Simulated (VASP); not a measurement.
# Pb (Fm-3m) in VASP: a series of runs

Aim: see how the results for Pb move with the level of theory and the settings. Levels: TPSS, HSE06. Tasks: relaxation of cell and atoms, single point.

Program: VASP 6.6.1. These are calculated values, not measurements. Logs are shortened: lines on timing, memory, paths and dates and some standing lists are left out, and cuts for length are marked.

### Step 1. The cell of the first run

The structure is cubic, space group Fm-3m (No. 225). Conventional cell: a = 4.950 Å, b = 4.950 Å, c = 4.950 Å, α = 90.00°, β = 90.00°, γ = 90.00°. Within 4.6 Å of Pb (site symmetry m-3m) lie 12 Pb at 3.50 Å.

### Step 2. Relaxation of cell and atoms, TPSS

The input, POSCAR:

```
Pb
1.0
    0.0000000000      2.4750200000      2.4750200000
    2.4750200000      0.0000000000      2.4750200000
    2.4750200000      2.4750200000      0.0000000000
Pb
1
Direct
    0.0000000000      0.0000000000      0.0000000000
```

The input, INCAR.step1:

```
SYSTEM = Pb
METAGGA = TPSS
ISMEAR = 1
SIGMA = 0.1
LWAVE = .False.
LCHARG = .False.
NSW = 60
PREC = Accurate
LASPH = .True.
LREAL = .False.
ALGO = Normal
EDIFF = 1E-7
NELM = 120
GGA_COMPAT = .False.
IBRION = 2
ISIF = 3
EDIFFG = -0.005
NELMIN = 4
ENCUT = 550
LMIXTAU = .True.
```

The input, INCAR.step3:

```
SYSTEM = Pb
METAGGA = TPSS
ISMEAR = 1
SIGMA = 0.1
LWAVE = .False.
LCHARG = .False.
PREC = Accurate
LASPH = .True.
LREAL = .False.
ALGO = Normal
EDIFF = 1E-7
NELM = 120
GGA_COMPAT = .False.
ISIF = 2
ENCUT = 550
LMIXTAU = .True.
```

The input, KPOINTS:

```
k-points
0
Gamma
  11 11 11
```

Potentials or basis: VASP PAW PBE potentials, release 64 (Pb_d_GW).

Launch:

```console
$ cat potpaw_PBE.64/Pb_d_GW/POTCAR > POTCAR
$ cp INCAR.step1 INCAR
$ cp POSCAR.step1 POSCAR
$ mpirun -np 1 vasp_std > vasp.out
$ cp CONTCAR POSCAR
$ mpirun -np 1 vasp_std > vasp.out
$ cp CONTCAR POSCAR
$ cp INCAR.step3 INCAR
$ mpirun -np 1 vasp_std > vasp.out
```

OUTCAR:

```text
SYSTEM = Pb
   METAGGA = TPSS
   ISMEAR = 1
   PREC = Accurate
   LASPH = .True.
   LREAL = .False.
   EDIFF = 1E-7
   NELM = 120
   ISIF = 2
   ENCUT = 550

 Found     56 irreducible k-points:

 Following reciprocal coordinates:
            Coordinates               Weight
  0.000000  0.000000  0.000000      1.000000
  0.090909  0.000000  0.000000      8.000000
  0.181818  0.000000  0.000000      8.000000
  0.272727  0.000000  0.000000      8.000000
  0.363636  0.000000  0.000000      8.000000
  0.454545  0.000000  0.000000      8.000000
   k-points           NKPTS =     56   k-points in BZ     NKDIM =     56   number of bands    NBANDS=     12
   number of dos      NEDOS =    301   number of ions     NIONS =      1
   total plane-waves  NPLWV =  21952
   dimension x,y,z NGX =    28 NGY =   28 NGZ =   28
   dimension x,y,z NGXF=    56 NGYF=   56 NGZF=   56
   ions per type =               1
   NGX,Y,Z   is equivalent  to a cutoff of  13.24, 13.24, 13.24 a.u.
   NGXF,Y,Z  is equivalent  to a cutoff of  26.48, 26.48, 26.48 a.u.
 SYSTEM =  Pb
   PREC   = accura    normal or accurate (medium, high low for compatibility)
   ISTART =      0    job   : 0-new  1-cont  2-samecut
   ICHARG =      2    charge: 1-file 2-atom 10-const
   ISPIN  =      1    spin polarized calculation?
   LNONCOLLINEAR =      F non collinear calculations
   LSORBIT =      F    spin-orbit coupling
   LASPH  =      T    aspherical Exc in radial PAW
   ENCUT  =  550.0 eV  40.42 Ry    6.36 a.u.   6.72  6.72  6.72*2*pi/ulx,y,z
   NELM   =    120;   NELMIN=  2; NELMDL=  0     # of ELM steps
   EDIFF  = 0.1E-06   stopping-criterion for ELM
   LREAL  =      F    real-space projection
   EDIFFG = 0.1E-05   stopping-criterion for IOM
   NSW    =      0    number of steps for IOM
   IBRION =     -1    ionic relax: 0-MD 1-quasi-New 2-CG
   NFREE  =      0    steps in history (QN), initial steepest desc. (CG)
   ISIF   =      2    stress and relaxation
   ISYM   =      2    0-nonsym 1-usesym 2-fastsym
   POTIM  = 0.5000    time-step for ionic-motion
   TEBEG  =    0.0;   TEEND  =   0.0 temperature during run

   SCALEE = 1.0000    scale energy and forces
   PSTRESS=    0.0 pullay stress
   NELECT =      16.0000    total number of electrons
   NUPDOWN=      -1.0000    fix difference up-down
   EMIN   =  10.00;   EMAX   =-10.00  energy-range for DOS
   EFERMI =   0.00;   METHOD = LEGACY
   ISMEAR =     1;   SIGMA  =   0.10  broadening in eV -4-tet -1-fermi 0-gaus
   EFERMI_NEDOS =   21; number of points for ismear=-14 and -15
   IALGO  =     38    algorithm
   IMIX   =      4    mixing-type and parameters
     AMIX     =   0.40;   BMIX     =  1.00
     AMIX_MAG =   1.60;   BMIX_MAG =  1.00
  volume/ion in A,a.u.               =      30.74       207.43
  Fermi-wavevector in a.u.,A,eV,Ry     =   1.316919  2.488617 23.596264  1.734276
  Thomas-Fermi vector in A             =   2.446997
   LORBIT       =      0    0 simple, 1 ext, 2 COOP (PROOUT), +10 PAW based schemes
   METAGGA = TPSS    functional components
   LHFCALC =     F    Hartree Fock is set to
   AEXX    =    0.0000 exact exchange contribution
   IVDW    =     0    specifies the selected vdW correction
   LEPSILON=     F    determine dielectric tensor
   LRPA    =     F    only Hartree local field effects (RPA)

   CSHIFT  =0.1000    complex shift for real part using Kramers Kronig

   OMEGAMAX=  -1.0    maximum frequency
 non-spin polarized calculation
 Methfessel and Paxton  Order N= 1 SIGMA  =   0.10
  energy-cutoff  :      550.00
  volume of cell :       30.74
 maximum number of plane-waves:       914
   NGX = 13   NGY = 13   NGZ = 13

 number of electron      16.0000000 magnetization

 Free energy of the ion-electron system (eV)
  ---------------------------------------------------
  ext. energy  EPLUGINS =         0.00000000
  ---------------------------------------------------
  free energy    TOTEN  =        -2.83463878 eV

  energy without entropy =       -2.83454935  energy(sigma->0) =       -2.83460897

 E-fermi :   3.7017     XC(G=0): -10.5334

 val. band max:        3.6784995688   @ k =   0.3636   0.2727   0.0000
 cond. band min:       3.7028852364   @ k =   0.2727   0.0000   0.0000
 fundamental gap:      0.0243856676
 Fermi energy:         3.7016895710

 k-point     1 :       0.0000    0.0000    0.0000
  band No.  band energies     occupation
      1    -136.4425      2.00000
      2     -13.5299      2.00000
      3     -13.5299      2.00000
      4     -13.5299      2.00000
      5     -13.3921      2.00000
      6     -13.3921      2.00000
      7      -8.1217      2.00000
      8      10.9788      0.00000
      9      10.9788      0.00000
     10      10.9788      0.00000
     11      13.3418      0.00000
     12      14.7947      0.00000

 k-point     2 :       0.0909    0.0000    0.0000
  band No.  band energies     occupation
      1    -136.4426      2.00000
      2     -13.5301      2.00000
      3     -13.5186      2.00000
      4     -13.5186      2.00000
      5     -13.3927      2.00000
      6     -13.3927      2.00000
      7      -7.9634      2.00000
      8       9.2355      0.00000
      9      10.7893      0.00000
     10      10.7893      0.00000
     11      13.0324      0.00000
     12      15.5525      0.00000

 k-point     3 :       0.1818    0.0000    0.0000
  band No.  band energies     occupation
      1    -136.4425      2.00000
      2     -13.5326      2.00000
      3     -13.4984      2.00000
      4     -13.4984      2.00000
      5     -13.3836      2.00000
      6     -13.3836      2.00000
      7      -7.4886      2.00000
      8       6.4160      0.00000
      9      10.3447      0.00000
     10      10.3447      0.00000
     11      12.6975      0.00000
     12      15.9050      0.00000

 k-point     4 :       0.2727    0.0000    0.0000
  band No.  band energies     occupation
      1    -136.4425      2.00000
      2     -13.5393      2.00000
      3     -13.4965      2.00000
      4     -13.4965      2.00000
      5     -13.3464      2.00000
      6     -13.3464      2.00000
      7      -6.7083      2.00000
      8       3.7029      0.97976
      9       9.8474      0.00000
     10       9.8474      0.00000
     11      12.5120      0.00000
     12      14.7484      0.00000

 k-point     5 :       0.3636    0.0000    0.0000
  band No.  band energies     occupation
      1    -136.4424      2.00000
      2     -13.5486      2.00000
      3     -13.5081      2.00000
      4     -13.5081      2.00000
      5     -13.2979      2.00000
      6     -13.2979      2.00000
      7      -5.6859      2.00000
      8       1.3485      2.00000
      9       9.4403      0.00000
     10       9.4403      0.00000
     11      12.5033      0.00000
     12      13.8234      0.00000

 k-point     6 :       0.4545    0.0000    0.0000
  band No.  band energies     occupation
      1    -136.4424      2.00000
      2     -13.5555      2.00000
      3     -13.5175      2.00000
      4     -13.5175      2.00000
      5     -13.2661      2.00000
      6     -13.2661      2.00000
      7      -4.7119      2.00000
      8      -0.3010      2.00000
      9       9.2135      0.00000
     10       9.2135      0.00000
     11      12.6625      0.00000
     12      13.1971      0.00000

 [... further k-points ...]

------------------------ aborting loop because EDIFF is reached ----------------------------------------

  FORCE on cell =-STRESS in cart. coord.  units (eV):
  Direction    XX          YY          ZZ          XY          YZ          ZX
  --------------------------------------------------------------------------------------
  -------------------------------------------------------------------------------------
  Total       -0.0021688     -0.0021688     -0.0021688      0.0000000     -0.0000000      0.0000000
  in kB       -0.1130481     -0.1130481     -0.1130481      0.0000000     -0.0000000      0.0000000
  external PRESSURE =      -0.1130481 kB  Pullay stress =       0.0000000 kB

 VOLUME and BASIS-vectors are now :
 -----------------------------------------------------------------------------
  energy-cutoff  :      550.00
  volume of cell :       30.74
      direct lattice vectors                 reciprocal lattice vectors
     0.000000000  2.486254957  2.486254957    -0.201105683  0.201105683  0.201105683
     2.486254957  0.000000000  2.486254957     0.201105683 -0.201105683  0.201105683
     2.486254957  2.486254957  0.000000000     0.201105683  0.201105683 -0.201105683

 POSITION                                       TOTAL-FORCE (eV/Angst)
 -----------------------------------------------------------------------------------
      0.00000      0.00000      0.00000         0.000000     -0.000000      0.000000
 -----------------------------------------------------------------------------------
    total drift:                               -0.000000     -0.000000      0.000000

  FREE ENERGIE OF THE ION-ELECTRON SYSTEM (eV)
  ---------------------------------------------------
  free  energy   TOTEN  =        -2.8346387814 eV

  energy  without entropy=       -2.8345493535  energy(sigma->0) =       -2.83460897
```

Wall time 12 min (1 thread of AMD EPYC 7R43 (Zen 3), shared host); peak memory 0.16 GiB.

What came out:

* Free energy: -2.8346 eV
* Relaxed volume: 30.74 Å³/atom
* Relaxed cell: a = 3.516 Å, b = 3.516 Å, c = 3.516 Å, α = 60.00°, β = 60.00°, γ = 60.00°
* Space group after relaxing (to 0.1 Å): Fm-3m (No. 225)
* Energy gained by relaxing: 1.2 meV/atom
* Ionic steps: 5
* Pressure after relaxing: 0.0 GPa
* Band gap on the k mesh: zero (bands 8 and 9 overlap by 8.82 eV)

The path:
| step | energy change (eV) | largest force (eV/Å) | pressure (GPa) | volume (Å³) |
| --- | --- | --- | --- | --- |
| 1 | 0.0000 | 0.0000 | 0.65 | 30.32 |
| 2 | -0.0006 | 0.0000 | -0.24 | 30.86 |
| 3 | -0.0008 | 0.0000 | -0.01 | 30.71 |
| 4 | -0.0012 | 0.0000 | 0.03 | 30.71 |
| 5 | -0.0012 | 0.0000 | -0.03 | 30.74 |

Final structure:
```cif
data_structure
_symmetry_space_group_name_H-M 'P 1'
_symmetry_Int_Tables_number 1
_cell_length_a 3.5161
_cell_length_b 3.5161
_cell_length_c 3.5161
_cell_angle_alpha 60.000
_cell_angle_beta 60.000
_cell_angle_gamma 60.000
_cell_volume 30.74
loop_
_atom_site_label
_atom_site_type_symbol
_atom_site_fract_x
_atom_site_fract_y
_atom_site_fract_z
_atom_site_occupancy
Pb1 Pb 0.00000 0.00000 0.00000 1
```

Levels at points of the mesh, in eV from the Fermi level:
```csv
k point,band 4,band 5,band 6,band 7,band 8,band 9,band 10,band 11,band 12
"(0.00, 0.00, 0.00)",-17.23,-17.09,-17.09,-11.82,7.28,7.28,7.28,9.64,11.09
```

Caveat: the PAW data sets were made with another functional, which shifts forces and pressure a little; spin-orbit coupling is left out, which moves the levels of the heavy elements.

### Step 3. Single point, HSE06

POSCAR is that of step 2.

The input, INCAR.step1:

```
SYSTEM = Pb
PREC = Accurate ; ENCUT = 520
EDIFF = 1E-5 ; ISMEAR = -1
SIGMA = 0.05 ; LREAL = .False.
LASPH = .True. ; NELM = 100
ALGO = Normal ; ISIF = 2
LWAVE = .True. ; LCHARG = .False.
GGA = PE ; NBANDS = 13
```

The input, INCAR.step2:

```
SYSTEM = Pb
PREC = Accurate ; ENCUT = 520
EDIFF = 1E-7 ; ISMEAR = -1
SIGMA = 0.05 ; LREAL = .False.
LASPH = .True. ; NELM = 100
ALGO = Normal ; ISIF = 2
LWAVE = .False. ; LCHARG = .False.
GGA = PE ; LHFCALC = .True.
HFSCREEN = 0.2079 ; PRECFOCK = Normal
ISTART = 1 ; NBANDS = 13
```

The input, KPOINTS:

```
regular mesh
0
Gamma
  6 6 6
  0 0 0
```

Potentials or basis: VASP PAW PBE potentials, release 64 (Pb_d).

Launch:

```console
$ cat potpaw_PBE.64/Pb_d/POTCAR > POTCAR
$ cp INCAR.step1 INCAR
$ mpirun -np 1 vasp_std > vasp.out
$ cp INCAR.step2 INCAR
$ mpirun -np 1 vasp_std > vasp.out
```

OUTCAR:

```text
SYSTEM = Pb
   PREC = Accurate
   ENCUT = 520
   EDIFF = 1E-7
   ISMEAR = -1
   LREAL = .False.
   LASPH = .True.
   NELM = 100
   ISIF = 2
   GGA = PE
   LHFCALC = .True.
   HFSCREEN = 0.2079
   PRECFOCK = Normal
   ISTART = 1

 ion  position               nearest neighbor table
   1  0.000  0.000  0.000-

  LATTYP: Found a face centered cubic cell.
 ALAT       =     4.9500400000

  Lattice vectors:

 A1 = (   0.0000000000,   2.4750200000,   2.4750200000)
 A2 = (   2.4750200000,   0.0000000000,   2.4750200000)
 A3 = (   2.4750200000,   2.4750200000,   0.0000000000)

Analysis of symmetry for initial positions (statically):
=====================================================================
 Subroutine PRICEL returns:
 Original cell was already a primitive cell.

 Routine SETGRP: Setting up the symmetry group for a
 face centered cubic supercell.

 Subroutine GETGRP returns: Found 48 space group operations
 (whereof 48 operations were pure point group operations)
 out of a pool of 48 trial point group operations.

The static configuration has the point symmetry O_h .

Analysis of symmetry for dynamics (positions and initial velocities):
=====================================================================
 Subroutine PRICEL returns:
 Original cell was already a primitive cell.

 Routine SETGRP: Setting up the symmetry group for a
 face centered cubic supercell.

 Subroutine GETGRP returns: Found 48 space group operations
 (whereof 48 operations were pure point group operations)
 out of a pool of 48 trial point group operations.

The dynamic configuration has the point symmetry O_h .

 Subroutine INISYM returns: Found 48 space group operations
 (whereof 48 operations are pure point group operations),
 and found     1 'primitive' translations

----------------------------------------------------------------------------------------
[... 115 lines left out ...]
   HFSCREEN=    0.2079 screening length (either q_TF or 0.3 A-1)
   HFSCREENC=   0.2079 screening length for correlation (either q_TF or 0.3 A-1)
   ENCUTFOCK=  -1.0 apply spherical cutoff to Coloumb kernel
   IVDW    =     0    specifies the selected vdW correction
   LEPSILON=     F    determine dielectric tensor
   LRPA    =     F    only Hartree local field effects (RPA)
 non-spin polarized calculation
  energy-cutoff  :      520.00
  volume of cell :       30.32
 maximum number of plane-waves:       869
 NGX is ok and might be reduce to    28
  NGX = 20; NGY = 20; NGZ = 20

 number of electron      13.9999999 magnetization

 Free energy of the ion-electron system (eV)
  ---------------------------------------------------
  ext. energy  EPLUGINS =         0.00000000
  ---------------------------------------------------
  free energy    TOTEN  =        -3.97081500 eV

  energy without entropy =       -3.96472070  energy(sigma->0) =       -3.96776785

 E-fermi :   7.4072     XC(G=0):  -8.4373

 val. band max:        7.2170324404   @ k =   0.3333   0.3333   0.0000
 cond. band min:       7.4956355094   @ k =   0.3333   0.1667   0.0000
 fundamental gap:      0.2786030689
 Fermi energy:         7.4071950361

 k-point     1 :       0.0000    0.0000    0.0000
  band No.  band energies     occupation
      1     -11.7728      2.00000
      2     -11.7728      2.00000
      3     -11.7728      2.00000
      4     -11.6287      2.00000
      5     -11.6287      2.00000
      6      -5.8701      2.00000
      7      15.4043      0.00000
      8      15.4043      0.00000
      9      15.4043      0.00000
     10      17.6993      0.00000
     11      19.3540      0.00000
     12      20.4315      0.00000
     13      20.4315      0.00000
[... 226 lines left out ...]
  band No.  band energies     occupation
      1     -11.8333      2.00000
      2     -11.7930      2.00000
      3     -11.5862      2.00000
      4     -11.5534      2.00000
      5     -11.4514      2.00000
      6       0.0108      2.00000
      7       4.4564      2.00000
      8       7.1213      1.99345
      9       7.9065      0.00009
     10      16.6803      0.00000
     11      17.5621      0.00000
     12      22.9457      0.00000
     13      23.3534      0.00000

------------------------ aborting loop because EDIFF is reached ----------------------------------------

  FORCE on cell =-STRESS in cart. coord.  units (eV):
  Direction    XX          YY          ZZ          XY          YZ          ZX
  --------------------------------------------------------------------------------------
  -------------------------------------------------------------------------------------
  Total        0.3741721      0.3741721      0.3741721     -0.0000000     -0.0000000      0.0000000
  in kB       19.7704160     19.7704160     19.7704160     -0.0000000     -0.0000000      0.0000000
  external PRESSURE =      19.7704160 kB  Pullay stress =       0.0000000 kB

 VOLUME and BASIS-vectors are now :
 -----------------------------------------------------------------------------
  energy-cutoff  :      520.00
  volume of cell :       30.32
      direct lattice vectors                 reciprocal lattice vectors
     0.000000000  2.475020000  2.475020000    -0.202018570  0.202018570  0.202018570
     2.475020000  0.000000000  2.475020000     0.202018570 -0.202018570  0.202018570
     2.475020000  2.475020000  0.000000000     0.202018570  0.202018570 -0.202018570

 POSITION                                       TOTAL-FORCE (eV/Angst)
 -----------------------------------------------------------------------------------
      0.00000      0.00000      0.00000         0.000000      0.000000      0.000000
 -----------------------------------------------------------------------------------
    total drift:                               -0.000000     -0.000000      0.000000

  FREE ENERGIE OF THE ION-ELECTRON SYSTEM (eV)
  ---------------------------------------------------
  free  energy   TOTEN  =        -3.9708149988 eV

  energy  without entropy=       -3.9647206959  energy(sigma->0) =       -3.96776785
```

OUTCAR.step1:

```text
SYSTEM = Pb
   PREC = Accurate
   ENCUT = 520
   EDIFF = 1E-5
   ISMEAR = -1
   LREAL = .False.
[... 463 lines left out ...]
 -----------------------------------------------------------------------------------
      0.00000      0.00000      0.00000         0.000000      0.000000      0.000000
 -----------------------------------------------------------------------------------
    total drift:                               -0.000000     -0.000000     -0.000000

  FREE ENERGIE OF THE ION-ELECTRON SYSTEM (eV)
  ---------------------------------------------------
  free  energy   TOTEN  =        -3.4543101226 eV

  energy  without entropy=       -3.4448414728  energy(sigma->0) =       -3.44957580
```

It took 26 min on 1 thread of Intel Xeon Platinum 8259CL at 2.50GHz (Skylake/Cascade Lake), shared host; peak memory 0.26 GiB.

What came out:

| Quantity | Value |
| --- | --- |
| Free energy | -3.9708 eV |
| Pressure | 2.0 GPa |
| Band gap on the k mesh | zero (bands 7 and 8 overlap by 9.97 eV) |

Caveat: the k points lie up to 0.37 Å⁻¹ apart, too coarse for converged energies and pressures of a metal; the PAW data sets were made with another functional, which shifts forces and pressure a little; spin-orbit coupling is left out, which moves the levels of the heavy elements.

### Step 4. How close it comes

Step 2. The cell as given is a measured one (30.32 Å³/atom); TPSS puts the equilibrium volume +1.4 % from it, thermal expansion not counted.
